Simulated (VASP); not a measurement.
Input of a VASP 6.6.1 run:

Contents of INCAR:

```
SYSTEM = Ag
ALGO = Normal
EDIFF = 1E-6
ENCUT = 520
GGA = PS
ISIF = 2
ISMEAR = -1
LASPH = .TRUE.
LCHARG = .TRUE.
LELF = .TRUE.
LREAL = .FALSE.
LVHAR = .TRUE.
LWAVE = .FALSE.
NBANDS = 12
NELM = 100
PREC = Accurate
SIGMA = 0.1
```

The input KPOINTS:

```
k-points
0
G
  15 15 15
  0 0 0
```

Contents of POSCAR:

```
Ag
1.0
   -1.6749303503      1.6749303503      1.6749303503
    1.6749303503     -1.6749303503      1.6749303503
    1.6749303503      1.6749303503     -1.6749303503
Ag
1
Direct
    0.0000000000      0.0000000000      0.0000000000
```

Potentials or basis: VASP PAW PBE potentials, release 64 (Ag).

Command:

```sh
$ cat potpaw_PBE.64/Ag/POTCAR > POTCAR
$ mpirun -np 1 vasp_std > vasp.out
```

(1) Estimate the pressure.

Answers

(1) -9.7 GPa.

Caveat: the PAW data sets were made with another functional, which shifts forces and pressure a little.
